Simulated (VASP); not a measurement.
MnO, 2 atoms in the cell. The structure is cubic, space group Fm-3m (No. 225). The conventional cell has a = 4.448 Å, b = 4.448 Å, c = 4.448 Å, α = 90.00°, β = 90.00°, γ = 90.00°. Within 2.9 Å of Mn (site symmetry m-3m) lie 6 O at 2.22 Å. Within 2.9 Å of O (site symmetry m-3m) lie 6 Mn at 2.22 Å. 

```yaml
Program: VASP 6.6.1
Task: single point
Functional: r2SCAN
Potentials_or_basis: VASP PAW PBE potentials, release 64 (Mn_pv, O)
Cutoff: 520 eV
k_mesh: 6 × 6 × 6
Occupations: fermi-dirac, width 0.05 eV
Spin: collinear spin, ferromagnetic start
Starting_moments: "[4.0, 0.0] μB"
Dipole_correction: no
Further_INCAR_settings: ALGO = Normal; EDIFF = 1e-07; NBANDS = 20
```

Potentials or basis: VASP PAW PBE potentials, release 64 (Mn_pv, O).

Run with:

```sh
$ cat potpaw_PBE.64/Mn_pv/POTCAR potpaw_PBE.64/O/POTCAR > POTCAR
$ cp INCAR.step1 INCAR
$ mpirun -np 1 vasp_std > vasp.out
$ cp INCAR.step2 INCAR
$ mpirun -np 1 vasp_std > vasp.out
```

Hardware: 1 thread of Intel(R) Xeon(R) 6975P-C (Granite Rapids), with other jobs on the host.

Estimate the wall time of this run.

Wall time 30 s on 1 thread of Intel(R) Xeon(R) 6975P-C (Granite Rapids) (shared host), peak memory 0.15 GiB. Counts: k points 16.
